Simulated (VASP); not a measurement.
# PbS (Pm-3m) in VASP: single point with PBE+D3(BJ)

Aim: the single point of PbS with PBE+D3(BJ).

All numbers are computed with VASP 6.6.1; they aren't measurements. Logs are shortened: lines on timing, memory, paths and dates and some standing lists are left out, and cuts for length are marked.

## Step 1: The cell of the first run

It takes space group Pm-3m (No. 221, cubic). The conventional cell has a = 3.654 Å, b = 3.654 Å, c = 3.654 Å, α = 90.00°, β = 90.00°, γ = 90.00°. Pb (site symmetry m-3m) has 8 S at 3.16 Å and 6 Pb at 3.65 Å within 4.2 Å. S (site symmetry m-3m) has 8 Pb at 3.16 Å and 6 S at 3.65 Å within 4.2 Å.

## Step 2: Single point, PBE+D3(BJ)

INCAR reads:

```
  PREC = Accurate
  ENCUT = 520
  EDIFF = 1E-6
  ISMEAR = 0
  SIGMA = 0.1
  LREAL = F
  LASPH = T
  NELM = 100
  ALGO = Normal
  ISIF = 2
  LWAVE = F
  LCHARG = F
  GGA = PE
  IVDW = 12
  NBANDS = 17
```

KPOINTS reads:

```
Automatic mesh
0
Gamma
  6 6 6
```

POSCAR reads:

```
PbS
1.0
    3.6536590000      0.0000000000      0.0000000000
    0.0000000000      3.6536590000      0.0000000000
    0.0000000000      0.0000000000      3.6536590000
Pb S
1 1
Direct
    0.0000000000      0.0000000000      0.0000000000
    0.5000000000      0.5000000000      0.5000000000
```

Potentials or basis: VASP PAW PBE potentials, release 64 (Pb_d, S).

Started as:

```sh
cat potpaw_PBE.64/Pb_d/POTCAR potpaw_PBE.64/S/POTCAR > POTCAR
mpirun -np 1 vasp_std > vasp.out
```

OUTCAR:

```text
PREC = Accurate
   ENCUT = 520
   EDIFF = 1E-6
   ISMEAR = 0
   LREAL = F
   LASPH = T
   NELM = 100
   ISIF = 2
   GGA = PE
   IVDW = 12
 IVDW          = 12

 ion  position               nearest neighbor table
   1  0.000  0.000  0.000-   2 3.16   2 3.16   2 3.16   2 3.16   2 3.16   2 3.16   2 3.16   2 3.16

   2  0.500  0.500  0.500-   1 3.16   1 3.16   1 3.16   1 3.16   1 3.16   1 3.16   1 3.16   1 3.16

  LATTYP: Found a simple cubic cell.
 ALAT       =     3.6536590000

  Lattice vectors:

 A1 = (   3.6536590000,   0.0000000000,   0.0000000000)
 A2 = (   0.0000000000,   3.6536590000,   0.0000000000)
 A3 = (   0.0000000000,   0.0000000000,   3.6536590000)

Analysis of symmetry for initial positions (statically):
=====================================================================
 Subroutine PRICEL returns:
 Original cell was already a primitive cell.

 Routine SETGRP: Setting up the symmetry group for a
 simple cubic supercell.

 Subroutine GETGRP returns: Found 48 space group operations
 (whereof 48 operations were pure point group operations)
 out of a pool of 48 trial point group operations.

The static configuration has the point symmetry O_h .

Analysis of symmetry for dynamics (positions and initial velocities):
=====================================================================
 Subroutine PRICEL returns:
 Original cell was already a primitive cell.

 Routine SETGRP: Setting up the symmetry group for a
 simple cubic supercell.

 Subroutine GETGRP returns: Found 48 space group operations
 (whereof 48 operations were pure point group operations)
 out of a pool of 48 trial point group operations.

The dynamic configuration has the point symmetry O_h .

 Subroutine INISYM returns: Found 48 space group operations
 (whereof 48 operations are pure point group operations),
 and found     1 'primitive' translations

----------------------------------------------------------------------------------------

                                     Primitive cell

  volume of cell :      48.7735

  direct lattice vectors                    reciprocal lattice vectors
     3.653659000  0.000000000  0.000000000     0.273698230  0.000000000  0.000000000
     0.000000000  3.653659000  0.000000000     0.000000000  0.273698230  0.000000000
     0.000000000  0.000000000  3.653659000     0.000000000  0.000000000  0.273698230

  length of vectors
     3.653659000  3.653659000  3.653659000     0.273698230  0.273698230  0.273698230

  position of ions in fractional coordinates (direct lattice)
     0.000000000  0.000000000  0.000000000
     0.500000000  0.500000000  0.500000000

  ion indices of the primitive-cell ions
   primitive index   ion index
                 1           1
                 2           2

----------------------------------------------------------------------------------------

 KPOINTS: Automatic mesh

Automatic generation of k-mesh.
 Grid dimensions read from file:
 generate k-points for:    6    6    6

 Generating k-lattice:

  Cartesian coordinates                     Fractional coordinates (reciprocal lattice)
     0.045616372  0.000000000  0.000000000     0.166666667  0.000000000  0.000000000
     0.000000000  0.045616372  0.000000000     0.000000000  0.166666667  0.000000000
     0.000000000  0.000000000  0.045616372     0.000000000  0.000000000  0.166666667

  Length of vectors
     0.045616372  0.045616372  0.045616372

  Shift w.r.t. Gamma in fractional coordinates (k-lattice)
     0.000000000  0.000000000  0.000000000

 Subroutine IBZKPT returns following result:
 ===========================================

 Found     20 irreducible k-points:

 Following reciprocal coordinates:
            Coordinates               Weight
  0.000000  0.000000  0.000000      1.000000
  0.166667  0.000000  0.000000      6.000000
  0.333333  0.000000  0.000000      6.000000
  0.500000  0.000000  0.000000      3.000000
  0.166667  0.166667  0.000000     12.000000
  0.333333  0.166667  0.000000     24.000000
[... 12 lines left out ...]
  0.500000  0.500000  0.333333      6.000000
  0.500000  0.500000  0.500000      1.000000
   k-points           NKPTS =     20   k-points in BZ     NKDIM =     20   number of bands    NBANDS=     17
   number of dos      NEDOS =    301   number of ions     NIONS =      2
   total plane-waves  NPLWV =  21952
   dimension x,y,z NGX =    28 NGY =   28 NGZ =   28
   dimension x,y,z NGXF=    56 NGYF=   56 NGZF=   56
   ions per type =               1   1
   NGX,Y,Z   is equivalent  to a cutoff of  12.74, 12.74, 12.74 a.u.
   NGXF,Y,Z  is equivalent  to a cutoff of  25.48, 25.48, 25.48 a.u.
 SYSTEM =  unknown system
   PREC   = accura    normal or accurate (medium, high low for compatibility)
   ISTART =      0    job   : 0-new  1-cont  2-samecut
   ICHARG =      2    charge: 1-file 2-atom 10-const
   ISPIN  =      1    spin polarized calculation?
   LNONCOLLINEAR =      F non collinear calculations
   LSORBIT =      F    spin-orbit coupling
   LASPH  =      T    aspherical Exc in radial PAW
   ENCUT  =  520.0 eV  38.22 Ry    6.18 a.u.   6.79  6.79  6.79*2*pi/ulx,y,z
   NELM   =    100;   NELMIN=  2; NELMDL= -5     # of ELM steps
   EDIFF  = 0.1E-05   stopping-criterion for ELM
   LREAL  =      F    real-space projection
   EDIFFG = 0.1E-04   stopping-criterion for IOM
   NSW    =      0    number of steps for IOM
   IBRION =     -1    ionic relax: 0-MD 1-quasi-New 2-CG
   NFREE  =      0    steps in history (QN), initial steepest desc. (CG)
   ISIF   =      2    stress and relaxation
   ISYM   =      2    0-nonsym 1-usesym 2-fastsym
   POTIM  = 0.5000    time-step for ionic-motion
   TEBEG  =    0.0;   TEEND  =   0.0 temperature during run
   PSTRESS=    0.0 pullay stress
   NELECT =      20.0000    total number of electrons
   NUPDOWN=      -1.0000    fix difference up-down
   EMIN   =  10.00;   EMAX   =-10.00  energy-range for DOS
   EFERMI =   0.00;   METHOD = LEGACY
   ISMEAR =     0;   SIGMA  =   0.10  broadening in eV -4-tet -1-fermi 0-gaus
   EFERMI_NEDOS =   21; number of points for ismear=-14 and -15
   IALGO  =     38    algorithm
   IMIX   =      4    mixing-type and parameters
     AMIX     =   0.40;   BMIX     =  1.00
     AMIX_MAG =   1.60;   BMIX_MAG =  1.00
  volume/ion in A,a.u.               =      24.39       164.57
  Fermi-wavevector in a.u.,A,eV,Ry     =   1.216252  2.298383 20.126668  1.479268
  Thomas-Fermi vector in A             =   2.351612
   LORBIT       =      0    0 simple, 1 ext, 2 COOP (PROOUT), +10 PAW based schemes
   GGA     = PE    functional components
   LHFCALC =     F    Hartree Fock is set to
   AEXX    =    0.0000 exact exchange contribution
   IVDW    =    12    specifies the selected vdW correction
   LEPSILON=     F    determine dielectric tensor
   LRPA    =     F    only Hartree local field effects (RPA)
 non-spin polarized calculation
 Gauss-broadening in eV      SIGMA  =   0.10
  energy-cutoff  :      520.00
  volume of cell :       48.77
 maximum number of plane-waves:      1357
 NGX is ok and might be reduce to    28
   NGX = 13   NGY = 13   NGZ = 13

 number of electron      19.9999995 magnetization

 Free energy of the ion-electron system (eV)
  ---------------------------------------------------
  ext. energy  EPLUGINS =         0.00000000
  ---------------------------------------------------
  free energy    TOTEN  =        -8.25488814 eV

  energy without entropy =       -8.25283442  energy(sigma->0) =       -8.25386128

 E-fermi :   6.1581     XC(G=0): -10.1685

 val. band max:        6.1349204334   @ k =   0.1667   0.1667   0.1667
 cond. band min:       6.3900345014   @ k =   0.5000   0.3333   0.3333
 fundamental gap:      0.2551140680
 Fermi energy:         6.1581013495

 k-point     1 :       0.0000    0.0000    0.0000
  band No.  band energies     occupation
      1     -10.8083      2.00000
      2     -10.8083      2.00000
      3     -10.5973      2.00000
      4     -10.5973      2.00000
      5     -10.5973      2.00000
      6      -7.0104      2.00000
[... 9 lines left out ...]
     16      18.8338      0.00000
     17      18.8986      0.00000

 k-point     2 :       0.1667    0.0000    0.0000
  band No.  band energies     occupation
      1     -10.8058      2.00000
      2     -10.7691      2.00000
      3     -10.6117      2.00000
      4     -10.6117      2.00000
      5     -10.5958      2.00000
      6      -6.7779      2.00000
[... 9 lines left out ...]
     16      18.5342      0.00000
     17      18.6764      0.00000

 k-point     3 :       0.3333    0.0000    0.0000
  band No.  band energies     occupation
      1     -10.8009      2.00000
      2     -10.6915      2.00000
      3     -10.6405      2.00000
      4     -10.6405      2.00000
      5     -10.5930      2.00000
      6      -6.1702      2.00000
[... 9 lines left out ...]
     16      16.5468      0.00000
     17      18.8743      0.00000

 k-point     4 :       0.5000    0.0000    0.0000
  band No.  band energies     occupation
      1     -10.7984      2.00000
      2     -10.6547      2.00000
      3     -10.6547      2.00000
      4     -10.6529      2.00000
      5     -10.5916      2.00000
      6      -5.7151      2.00000
[... 9 lines left out ...]
     16      18.8645      0.00000
     17      19.9319      0.00000

 k-point     5 :       0.1667    0.1667    0.0000
  band No.  band energies     occupation
      1     -10.7855      2.00000
      2     -10.7471      2.00000
      3     -10.6305      2.00000
      4     -10.6111      2.00000
      5     -10.6090      2.00000
      6      -6.5500      2.00000
[... 9 lines left out ...]
     16      17.1056      0.00000
     17      17.3428      0.00000

 k-point     6 :       0.3333    0.1667    0.0000
  band No.  band energies     occupation
      1     -10.7746      2.00000
      2     -10.6740      2.00000
      3     -10.6671      2.00000
      4     -10.6382      2.00000
      5     -10.6065      2.00000
      6      -5.9664      2.00000
[... 9 lines left out ...]
     16      17.1295      0.00000
     17      17.1659      0.00000

 k-point     7 :       0.5000    0.1667    0.0000
  band No.  band energies     occupation
      1     -10.7714      2.00000
      2     -10.6851      2.00000
      3     -10.6521      2.00000
      4     -10.6352      2.00000
      5     -10.6048      2.00000
      6      -5.5469      2.00000
[... 9 lines left out ...]
     16      17.5082      0.00000
     17      18.4065      0.00000

 k-point     8 :       0.3333    0.3333    0.0000
  band No.  band energies     occupation
      1     -10.7433      2.00000
      2     -10.7185      2.00000
      3     -10.6345      2.00000
      4     -10.6324      2.00000
      5     -10.6178      2.00000
      6      -5.4797      2.00000
[... 9 lines left out ...]
     16      16.3667      0.00000
     17      18.0715      0.00000
[... 123 lines left out ...]
      1     -10.7344      2.00000
      2     -10.6919      2.00000
      3     -10.6681      2.00000
      4     -10.6493      2.00000
      5     -10.5806      2.00000
      6      -5.0830      2.00000
[... 9 lines left out ...]
     16      16.5058      0.00000
     17      19.7654      0.00000

 k-point    16 :       0.5000    0.5000    0.1667
  band No.  band energies     occupation
      1     -10.7594      2.00000
      2     -10.6792      2.00000
      3     -10.6639      2.00000
      4     -10.6639      2.00000
      5     -10.5486      2.00000
      6      -4.9042      2.00000
[... 9 lines left out ...]
     16      16.9211      0.00000
     17      18.6196      0.00000

 k-point    17 :       0.3333    0.3333    0.3333
  band No.  band energies     occupation
      1     -10.7061      2.00000
      2     -10.6873      2.00000
      3     -10.6873      2.00000
      4     -10.6135      2.00000
      5     -10.6135      2.00000
      6      -5.0547      2.00000
[... 9 lines left out ...]
     16      17.0758      0.00000
     17      21.4555      0.00000

 k-point    18 :       0.5000    0.3333    0.3333
  band No.  band energies     occupation
      1     -10.7209      2.00000
      2     -10.7051      2.00000
      3     -10.6852      2.00000
      4     -10.6123      2.00000
      5     -10.5704      2.00000
      6      -4.8912      2.00000
[... 9 lines left out ...]
     16      18.0137      0.00000
     17      21.8741      0.00000

 k-point    19 :       0.5000    0.5000    0.3333
  band No.  band energies     occupation
      1     -10.7345      2.00000
      2     -10.7028      2.00000
      3     -10.7028      2.00000
      4     -10.5906      2.00000
      5     -10.5470      2.00000
      6      -4.7875      2.00000
[... 9 lines left out ...]
     16      18.8708      0.00000
     17      22.3591      0.00000

 k-point    20 :       0.5000    0.5000    0.5000
  band No.  band energies     occupation
      1     -10.7221      2.00000
      2     -10.7221      2.00000
      3     -10.7221      2.00000
      4     -10.5462      2.00000
      5     -10.5462      2.00000
      6      -4.7248      2.00000
[... 9 lines left out ...]
     16      19.8253      0.00000
     17      22.5114      0.00000

------------------------ aborting loop because EDIFF is reached ----------------------------------------

 Edisp (eV)   -0.74880

 E8    (eV) :    -0.3378

  FORCE on cell =-STRESS in cart. coord.  units (eV):
  Direction    XX          YY          ZZ          XY          YZ          ZX
  --------------------------------------------------------------------------------------
  -------------------------------------------------------------------------------------
  Total      -0.73799    -0.73799    -0.73799    -0.00000    -0.00000     0.00000
  in kB     -24.24260   -24.24260   -24.24260    -0.00000    -0.00000     0.00000
  external pressure =      -24.24 kB  Pullay stress =        0.00 kB

 VOLUME and BASIS-vectors are now :
 -----------------------------------------------------------------------------
  energy-cutoff  :      520.00
  volume of cell :       48.77
      direct lattice vectors                 reciprocal lattice vectors
     3.653659000  0.000000000  0.000000000     0.273698230  0.000000000  0.000000000
     0.000000000  3.653659000  0.000000000     0.000000000  0.273698230  0.000000000
     0.000000000  0.000000000  3.653659000     0.000000000  0.000000000  0.273698230

 POSITION                                       TOTAL-FORCE (eV/Angst)
 -----------------------------------------------------------------------------------
      0.00000      0.00000      0.00000         0.000000      0.000000      0.000000
      1.82683      1.82683      1.82683         0.000000      0.000000      0.000000
 -----------------------------------------------------------------------------------
    total drift:                               -0.000000      0.000000      0.000000

  FREE ENERGIE OF THE ION-ELECTRON SYSTEM (eV)
  ---------------------------------------------------
  free  energy   TOTEN  =        -9.0036883381 eV

  energy  without entropy=       -9.0016346164  energy(sigma->0) =       -9.00266148
```

Wall time 5.6 s (1 thread of Intel Xeon 6975P-C (Granite Rapids), shared host); peak memory 0.17 GiB.

Results:

```
Free energy                : -9.0037 eV
Pressure                   : -2.4 GPa
Band gap on the k mesh     : zero (band 10 reaches 6.13 eV, above the bottom of band 11 at 5.65 eV)
Dispersion energy per atom : -0.374 eV
```

Levels at points of the mesh, in eV from the Fermi level:
```tsv
k point	band 8	band 9	band 10	band 11	band 12	band 13
(0.00, 0.00, 0.00)	-1.63	-1.63	-1.63	5.45	5.45	6.47
(0.50, 0.00, 0.00)	-0.51	-0.51	-0.16	0.28	3.89	3.89
(0.50, 0.50, 0.00)	-4.47	-4.47	-0.31	4.15	4.15	5.87
(0.50, 0.50, 0.50)	-2.41	-2.41	-2.41	-0.51	-0.51	-0.51
```

Caveat: spin-orbit coupling is left out, which moves the levels of the heavy elements; pairwise dispersion overbinds metals, which lowers pressure and volume.
